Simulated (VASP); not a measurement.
Input of a VASP 6.6.1 run:

Contents of INCAR:

```
PREC = Accurate
ENCUT = 520
EDIFF = 1E-6
ISMEAR = -1
SIGMA = 0.05
LREAL = False
LASPH = True
NELM = 150
ALGO = Normal
ISIF = 2
LWAVE = False
LCHARG = True
LNONCOLLINEAR = True
MAGMOM = 0 0 0 0 0 0
LORBIT = 11
LSORBIT = True
GGA_COMPAT = False
LORBMOM = True
GGA = PE
LVHAR = True
NBANDS = 20
```

File KPOINTS:

```
regular mesh
0
Gamma
  10 10 10
```

Contents of POSCAR:

```
BAs
1.0
    0.0000000000      2.3562190158      2.3562190158
    2.3562190158      0.0000000000      2.3562190158
    2.3562190158      2.3562190158      0.0000000000
As B
1 1
Direct
    0.7500000000      0.7500000000      0.7500000000
    0.0000000000      0.0000000000      0.0000000000
```

Potentials or basis: VASP PAW PBE potentials, release 64 (As, B).

The run is started by

```console
$ cat potpaw_PBE.64/As/POTCAR potpaw_PBE.64/B/POTCAR > POTCAR
$ mpirun -np 1 vasp_ncl > vasp.out
```

(1) Predict the net moment.

(2) Predict the pressure.

Results:

(1) 0.00 μB per cell.

(2) 9.9 GPa.
